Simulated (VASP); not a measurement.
The system is SbO5.

```
Sb O
1.0
     2.55989    0.00000    0.00000
    -1.27994    2.21693    0.00000
     0.00000    0.00000   12.44296
Sb O
1 5
Direct
  0.00000 0.00000 0.00000
  0.66667 0.33333 0.83533
  0.00000 0.00000 0.66764
  0.66667 0.33333 0.50000
  0.00000 0.00000 0.33236
  0.66667 0.33333 0.16467
```

The cell was built from a structure type or drawn by symmetry, and may not be a known phase.

```yaml
Program: VASP 6.6.1
Task: relaxation of cell and atoms
Functional: PBE
Potentials_or_basis: VASP PAW PBE potentials, release 64 (Sb, O)
Cutoff: 600 eV
k_mesh: 6 × 6 × 2
Occupations: gaussian, width 0.1 eV
Spin: no spin polarisation
```

At the start: pressure 10.3 GPa; volume 11.77 Å³/atom.

Q: How do energy, volume and symmetry change on relaxing?

A: Over 53 steps the energy falls by 1934.5 meV/atom and the volume is 14.68 Å³/atom (+24.7 %); space group P-6m2 (No. 187, to 0.1 Å) before and after.

The path:
| step | energy change (eV) | largest force (eV/Å) | pressure (GPa) | volume (Å³) |
| --- | --- | --- | --- | --- |
| 1 | 0.0000 | 1.8076 | 10.28 | 70.61 |
| 3 | -5.9125 | 1.0063 | -29.03 | 81.30 |
| 5 | -6.8902 | 2.2844 | -16.72 | 81.92 |
| 7 | -7.9128 | 4.3691 | 9.12 | 65.65 |
| 9 | -8.6093 | 1.2809 | -7.82 | 71.68 |
| 11 | -9.0393 | 1.1064 | 5.68 | 64.89 |
| 13 | -9.2491 | 0.8236 | 0.85 | 67.62 |
| 15 | -9.3867 | 0.8335 | 2.32 | 70.30 |
| 17 | -9.4135 | 1.8886 | 3.61 | 71.74 |
| 19 | -9.5040 | 2.7871 | 3.50 | 72.74 |
| 21 | -9.9923 | 4.7714 | 3.55 | 77.38 |
| 23 | -10.0484 | 5.7487 | 4.29 | 78.59 |
| 25 | -10.0745 | 6.1773 | 4.80 | 79.39 |
| 27 | -10.0969 | 6.4174 | 8.33 | 82.46 |
| 29 | -10.1746 | 5.9407 | 6.50 | 81.09 |
| 31 | -10.5507 | 5.3386 | 2.97 | 81.40 |
| 33 | -11.3300 | 2.6721 | -3.86 | 82.62 |
| 35 | -11.4492 | 2.1794 | -3.52 | 82.36 |
| 37 | -11.5707 | 0.1710 | 1.76 | 80.74 |
| 39 | -11.5805 | 0.1028 | 0.46 | 81.81 |
| 41 | -11.5818 | 0.1433 | 0.17 | 82.15 |
| 43 | -11.5889 | 0.0365 | -0.09 | 83.24 |
| 45 | -11.5942 | 0.1071 | -0.34 | 84.81 |
| 47 | -11.6023 | 0.0457 | 0.18 | 85.68 |
| 49 | -11.6047 | 0.1116 | 0.74 | 86.54 |
| 51 | -11.6060 | 0.0789 | 0.12 | 87.34 |
| 53 | -11.6070 | 0.0360 | -0.17 | 88.06 |

Final structure:
```
Sb O
1.0
     3.22534    0.00000    0.00000
    -1.61267    2.79323    0.00000
     0.00000    0.00000    9.77507
Sb O
1 5
Direct
  0.00000 0.00000 0.00000
  0.66667 0.33333 0.87650
  0.00000 0.00000 0.56872
  0.66667 0.33333 0.50000
  0.00000 0.00000 0.43128
  0.66667 0.33333 0.12350
```

Caveat: the k points lie up to 0.37 Å⁻¹ apart in the final cell, too coarse for converged energies and pressures of a metal; the volume moved by over 15 % at a fixed basis, so the end points are rough; an odd number of electrons without spin polarisation forces a metal; a magnetic or distorted state may lie lower.
